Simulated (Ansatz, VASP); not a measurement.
AlGa3N4: VASP beside Ansatz

```
Al Ga N
1.0
     4.24303   -0.06389   -0.06389
    -0.06389    4.24303   -0.06389
    -0.06389   -0.06389    4.24303
Al Ga N
1 3 4
Direct
  0.00000 0.00000 0.00000
  0.50000 0.50000 0.00000
  0.50000 0.00000 0.50000
  0.00000 0.50000 0.50000
  0.75481 0.75481 0.24519
  0.75481 0.24519 0.75481
  0.24519 0.75481 0.75481
  0.24519 0.24519 0.24519
```

Alike in both runs: task single point; functional LDA; k mesh 6 × 6 × 6; occupations gaussian, width 0.05 eV; no spin polarisation.

|  | VASP | Ansatz |
| --- | --- | --- |
| version | VASP 6.6.1 | Ansatz 0.2.0 |
| potentials or method | VASP PAW LDA potentials, release 64 (Al, Ga_d, N), cutoff 520 eV | scalar-relativistic, plane waves, PAW |
| valence electrons in the cell | 62 | 62 |

|  | VASP | Ansatz | Ansatz less VASP |
| --- | --- | --- | --- |
| gap on the k mesh at the Fermi level (eV) | 3.24 | 3.25 | +0.010 |
| least direct gap on the mesh (eV) | 3.24 | 3.25 | +0.010 |
| rms of the force components (eV/Å) | 0.633 | 0.617 | -0.0158 |

Ansatz warns that its potentials were made for another functional, while VASP's fit it. LDA's correlation is that of Perdew and Zunger in VASP and of Perdew and Wang (1992) in Ansatz. Atom by atom the forces differ by 0.019 eV/Å (rms over components).
